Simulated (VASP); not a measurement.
# TaO5 (P6/mmm) in VASP: a series of runs

The runs below take TaO5 through single point, relaxation of cell and atoms, with PBE.

All numbers are computed with VASP 6.6.1; they aren't measurements. Logs are shortened: lines on timing, memory, paths and dates and some standing lists are left out, and cuts for length are marked.

### Step 1. The cell of the first run

It takes space group P6/mmm (No. 191, hexagonal). Conventional cell: a = 3.495 Å, b = 3.495 Å, c = 8.859 Å, α = 90.00°, β = 90.00°, γ = 120.00°. Ta (site symmetry 6/mmm) has 2 O at 1.81 Å within 2.4 Å. Within 2.4 Å of O (site symmetry 6mm) lie 1 Ta at 1.81 Å. Within 2.3 Å of O (site symmetry mmm) lie 4 O at 1.75 Å.

The cell was built from a structure type or drawn by symmetry, and may not be a known phase.

### Step 2. Single point, PBE

Contents of INCAR:

```
PREC = Accurate
ENCUT = 520
EDIFF = 1E-7
ISMEAR = 0
SIGMA = 0.1
LREAL = F
LASPH = T
NELM = 60
ALGO = Normal
ISIF = 2
LWAVE = F
LCHARG = F
GGA = PE
NBANDS = 30
```

Contents of KPOINTS:

```
Automatic mesh
0
Gamma
  12 12 6
```

Contents of POSCAR:

```
TaO5
1.0
    3.4951621034      0.0000000000      0.0000000000
   -1.7475810517      3.0268991719      0.0000000000
    0.0000000000      0.0000000000      8.8590644173
Ta O
1 5
Direct
    0.0000000000      0.0000000000      0.0000000000
    0.0000000000      0.0000000000      0.2047795681
    0.0000000000      0.0000000000      0.7952204319
    0.5000000000      0.0000000000      0.5000000000
    0.0000000000      0.5000000000      0.5000000000
    0.5000000000      0.5000000000      0.5000000000
```

Potentials or basis: VASP PAW PBE potentials, release 64 (Ta_pv, O).

Launch:

```bash
cat potpaw_PBE.64/Ta_pv/POTCAR potpaw_PBE.64/O/POTCAR > POTCAR
mpirun -np 1 vasp_std > vasp.out
```

OUTCAR:

```text
PREC = Accurate
   ENCUT = 520
   EDIFF = 1E-7
   ISMEAR = 0
   LREAL = F
   LASPH = T
   NELM = 60
   ISIF = 2
   GGA = PE

 ion  position               nearest neighbor table
   1  0.000  0.000  0.000-   2 1.81   3 1.81
   2  0.000  0.000  0.205-   1 1.81
   3  0.000  0.000  0.795-   1 1.81
   4  0.500  0.000  0.500-   5 1.75   6 1.75   6 1.75   5 1.75
   5  0.000  0.500  0.500-   6 1.75   6 1.75   4 1.75   4 1.75
   6  0.500  0.500  0.500-   5 1.75   5 1.75   4 1.75   4 1.75

  LATTYP: Found a hexagonal cell.
 ALAT       =     3.4951621034
 C/A-ratio  =     2.5346648182

  Lattice vectors:

 A1 = (   3.4951621034,   0.0000000000,   0.0000000000)
 A2 = (  -1.7475810517,   3.0268991719,   0.0000000000)
 A3 = (   0.0000000000,   0.0000000000,   8.8590644173)

Analysis of symmetry for initial positions (statically):
=====================================================================
 Subroutine PRICEL returns:
 Original cell was already a primitive cell.

 Routine SETGRP: Setting up the symmetry group for a
 hexagonal supercell.

 Subroutine GETGRP returns: Found 24 space group operations
 (whereof 24 operations were pure point group operations)
 out of a pool of 24 trial point group operations.

The static configuration has the point symmetry D_6h.

Analysis of symmetry for dynamics (positions and initial velocities):
=====================================================================
 Subroutine PRICEL returns:
 Original cell was already a primitive cell.

 Routine SETGRP: Setting up the symmetry group for a
 hexagonal supercell.

 Subroutine GETGRP returns: Found 24 space group operations
 (whereof 24 operations were pure point group operations)
 out of a pool of 24 trial point group operations.

The dynamic configuration has the point symmetry D_6h.

 Subroutine INISYM returns: Found 24 space group operations
 (whereof 24 operations are pure point group operations),
 and found     1 'primitive' translations

----------------------------------------------------------------------------------------

                                     Primitive cell

  volume of cell :      93.7245

  direct lattice vectors                    reciprocal lattice vectors
     3.495162103  0.000000000  0.000000000     0.286109763  0.165185549  0.000000000
    -1.747581052  3.026899172  0.000000000     0.000000000  0.330371097  0.000000000
     0.000000000  0.000000000  8.859064417     0.000000000  0.000000000  0.112878737

  length of vectors
     3.495162103  3.495162103  8.859064417     0.330371097  0.330371097  0.112878737

  position of ions in fractional coordinates (direct lattice)
     0.000000000  0.000000000  0.000000000
     0.000000000  0.000000000  0.204779568
     0.000000000  0.000000000  0.795220432
     0.500000000  0.000000000  0.500000000
     1.000000000  0.500000000  0.500000000
     0.500000000  0.500000000  0.500000000

  ion indices of the primitive-cell ions
   primitive index   ion index
                 1           1
                 2           2
                 3           3
                 4           4
                 5           5
                 6           6

----------------------------------------------------------------------------------------

 KPOINTS: Automatic mesh

Automatic generation of k-mesh.
 Grid dimensions read from file:
 generate k-points for:   12   12    6

 Generating k-lattice:

  Cartesian coordinates                     Fractional coordinates (reciprocal lattice)
     0.023842480  0.013765462  0.000000000     0.083333333  0.000000000  0.000000000
     0.000000000  0.027530925  0.000000000     0.000000000  0.083333333  0.000000000
     0.000000000  0.000000000  0.018813123     0.000000000  0.000000000  0.166666667

  Length of vectors
     0.027530925  0.027530925  0.018813123

  Shift w.r.t. Gamma in fractional coordinates (k-lattice)
     0.000000000  0.000000000  0.000000000

 Subroutine IBZKPT returns following result:
 ===========================================

 Found     76 irreducible k-points:

 Following reciprocal coordinates:
            Coordinates               Weight
  0.000000  0.000000  0.000000      1.000000
  0.083333  0.000000  0.000000      6.000000
  0.166667  0.000000  0.000000      6.000000
  0.250000  0.000000  0.000000      6.000000
  0.333333  0.000000  0.000000      6.000000
  0.416667  0.000000  0.000000      6.000000
[... 16 lines left out ...]
  0.250000  0.000000  0.166667     12.000000
  0.333333  0.000000  0.166667     12.000000
 [... further k-points ...]
   k-points           NKPTS =     76   k-points in BZ     NKDIM =     76   number of bands    NBANDS=     30
   number of dos      NEDOS =    301   number of ions     NIONS =      6
   total plane-waves  NPLWV =  54880
   dimension x,y,z NGX =    28 NGY =   28 NGZ =   70
   dimension x,y,z NGXF=    56 NGYF=   56 NGZF=  140
   ions per type =               1   5
   NGX,Y,Z   is equivalent  to a cutoff of  13.32, 13.32, 13.14 a.u.
   NGXF,Y,Z  is equivalent  to a cutoff of  26.64, 26.64, 26.27 a.u.
 SYSTEM =  unknown system
   PREC   = accura    normal or accurate (medium, high low for compatibility)
   ISTART =      0    job   : 0-new  1-cont  2-samecut
   ICHARG =      2    charge: 1-file 2-atom 10-const
   ISPIN  =      1    spin polarized calculation?
   LNONCOLLINEAR =      F non collinear calculations
   LSORBIT =      F    spin-orbit coupling
   LASPH  =      T    aspherical Exc in radial PAW
   ENCUT  =  520.0 eV  38.22 Ry    6.18 a.u.   6.50  6.50 16.47*2*pi/ulx,y,z
   NELM   =     60;   NELMIN=  2; NELMDL= -5     # of ELM steps
   EDIFF  = 0.1E-06   stopping-criterion for ELM
   LREAL  =      F    real-space projection
   EDIFFG = 0.1E-05   stopping-criterion for IOM
   NSW    =      0    number of steps for IOM
   IBRION =     -1    ionic relax: 0-MD 1-quasi-New 2-CG
   NFREE  =      0    steps in history (QN), initial steepest desc. (CG)
   ISIF   =      2    stress and relaxation
   ISYM   =      2    0-nonsym 1-usesym 2-fastsym
   POTIM  = 0.5000    time-step for ionic-motion
   TEBEG  =    0.0;   TEEND  =   0.0 temperature during run
   PSTRESS=    0.0 pullay stress
   NELECT =      41.0000    total number of electrons
   NUPDOWN=      -1.0000    fix difference up-down
   EMIN   =  10.00;   EMAX   =-10.00  energy-range for DOS
   EFERMI =   0.00;   METHOD = LEGACY
   ISMEAR =     0;   SIGMA  =   0.10  broadening in eV -4-tet -1-fermi 0-gaus
   EFERMI_NEDOS =   21; number of points for ismear=-14 and -15
   IALGO  =     38    algorithm
   IMIX   =      4    mixing-type and parameters
     AMIX     =   0.40;   BMIX     =  1.00
     AMIX_MAG =   1.60;   BMIX_MAG =  1.00
  volume/ion in A,a.u.               =      15.62       105.41
  Fermi-wavevector in a.u.,A,eV,Ry     =   1.242754  2.348464 21.013338  1.544437
  Thomas-Fermi vector in A             =   2.377094
   LORBIT       =      0    0 simple, 1 ext, 2 COOP (PROOUT), +10 PAW based schemes
   GGA     = PE    functional components
   LHFCALC =     F    Hartree Fock is set to
   AEXX    =    0.0000 exact exchange contribution
   IVDW    =     0    specifies the selected vdW correction
   LEPSILON=     F    determine dielectric tensor
   LRPA    =     F    only Hartree local field effects (RPA)
 non-spin polarized calculation
 Gauss-broadening in eV      SIGMA  =   0.10
  energy-cutoff  :      520.00
  volume of cell :       93.72
 maximum number of plane-waves:      2576
 NGX is ok and might be reduce to    28
   NGX = 13   NGY = 13   NGZ = 33

 number of electron      41.0000011 magnetization

 Free energy of the ion-electron system (eV)
  ---------------------------------------------------
  ext. energy  EPLUGINS =         0.00000000
  ---------------------------------------------------
  free energy    TOTEN  =       -31.69963540 eV

  energy without entropy =      -31.64357596  energy(sigma->0) =      -31.67160568

 E-fermi :  -1.0234     XC(G=0):  -9.0578

 val. band max:       -1.0236875175   @ k =   0.2500   0.1667   0.3333
 cond. band min:      -1.0214361783   @ k =   0.4167   0.0833   0.3333
 fundamental gap:      0.0022513392
 Fermi energy:        -1.0234095215

 k-point     1 :       0.0000    0.0000    0.0000
  band No.  band energies     occupation
      1     -35.4799      2.00000
      2     -35.4799      2.00000
      3     -35.4055      2.00000
      4     -23.7598      2.00000
      5     -17.7650      2.00000
      6     -16.1382      2.00000
[... 22 lines left out ...]
     29       5.4948      0.00000
     30       7.8366      0.00000

 k-point     2 :       0.0833    0.0000    0.0000
  band No.  band energies     occupation
      1     -35.4893      2.00000
      2     -35.4822      2.00000
      3     -35.4043      2.00000
      4     -23.6905      2.00000
      5     -17.7561      2.00000
      6     -16.1294      2.00000
[... 22 lines left out ...]
     29       5.8229      0.00000
     30       7.9673      0.00000

 k-point     3 :       0.1667    0.0000    0.0000
  band No.  band energies     occupation
      1     -35.5148      2.00000
      2     -35.4886      2.00000
      3     -35.4010      2.00000
      4     -23.4849      2.00000
      5     -17.7321      2.00000
      6     -16.8712      2.00000
[... 22 lines left out ...]
     29       6.5767      0.00000
     30       8.3306      0.00000

 k-point     4 :       0.2500    0.0000    0.0000
  band No.  band energies     occupation
      1     -35.5495      2.00000
      2     -35.4973      2.00000
      3     -35.3966      2.00000
      4     -23.1519      2.00000
      5     -17.9012      2.00000
      6     -17.6960      2.00000
[... 616 lines left out ...]
     29       6.5160      0.00000
     30       8.5300      0.00000

 k-point    23 :       0.2500    0.0000    0.1667
  band No.  band energies     occupation
      1     -35.5495      2.00000
      2     -35.4973      2.00000
      3     -35.3966      2.00000
      4     -23.1519      2.00000
      5     -17.9006      2.00000
      6     -17.6974      2.00000
[... 22 lines left out ...]
     29       7.4567      0.00000
     30       8.9170      0.00000

 k-point    24 :       0.3333    0.0000    0.1667
  band No.  band energies     occupation
      1     -35.5840      2.00000
      2     -35.5060      2.00000
      3     -35.3922      2.00000
      4     -22.7151      2.00000
      5     -18.8805      2.00000
      6     -17.6653      2.00000
[... 22 lines left out ...]
     29       7.5211      0.00000
     30       8.4114      0.00000

 [... further k-points ...]

------------------------ aborting loop because EDIFF is reached ----------------------------------------

  FORCE on cell =-STRESS in cart. coord.  units (eV):
  Direction    XX          YY          ZZ          XY          YZ          ZX
  --------------------------------------------------------------------------------------
  -------------------------------------------------------------------------------------
  Total       -0.0904194     -0.0904194      0.8416626      0.0000000      0.0000000      0.0000000
  in kB       -1.5456789     -1.5456789     14.3878360      0.0000000      0.0000000      0.0000000
  external PRESSURE =       3.7654928 kB  Pullay stress =       0.0000000 kB

 VOLUME and BASIS-vectors are now :
 -----------------------------------------------------------------------------
  energy-cutoff  :      520.00
  volume of cell :       93.72
      direct lattice vectors                 reciprocal lattice vectors
     3.495162103  0.000000000  0.000000000     0.286109763  0.165185549  0.000000000
    -1.747581052  3.026899172  0.000000000     0.000000000  0.330371097  0.000000000
     0.000000000  0.000000000  8.859064417     0.000000000  0.000000000  0.112878737

 POSITION                                       TOTAL-FORCE (eV/Angst)
 -----------------------------------------------------------------------------------
      0.00000      0.00000      0.00000        -0.000000     -0.000000      0.000000
      0.00000      0.00000      1.81416         0.000000      0.000000      0.266076
      0.00000      0.00000      7.04491         0.000000     -0.000000     -0.266076
      1.74758      0.00000      4.42953        -0.000000     -0.000000      0.000000
     -0.87379      1.51345      4.42953        -0.000000     -0.000000      0.000000
      0.87379      1.51345      4.42953        -0.000000     -0.000000      0.000000
 -----------------------------------------------------------------------------------
    total drift:                                0.000000     -0.000000      0.000000

  FREE ENERGIE OF THE ION-ELECTRON SYSTEM (eV)
  ---------------------------------------------------
  free  energy   TOTEN  =       -31.6996353985 eV

  energy  without entropy=      -31.6435759586  energy(sigma->0) =      -31.67160568
```

Run time: 3.9 min. Hardware: 1 thread of AMD EPYC 9R45 (Zen 5), shared host; peak memory 0.3 GiB.

Results:

| Quantity | Value |
| --- | --- |
| Free energy | -31.6996 eV |
| Pressure | 0.4 GPa |
| Largest force | 0.266 eV/Å |
| Band gap on the k mesh | zero (an odd number of electrons rules out a gap without spin polarisation) |

Forces on the atoms (eV/Å):
```
Ta   0.000  0.000  0.000
O    0.000  0.000  0.266
O    0.000  0.000 -0.266
O    0.000  0.000  0.000
O    0.000  0.000  0.000
O    0.000  0.000  0.000
```

Caveat: spin-orbit coupling is left out, which moves the levels of the heavy elements; an odd number of electrons without spin polarisation forces a metal; a magnetic or distorted state may lie lower.

(Part 1 of 2 ends here.)
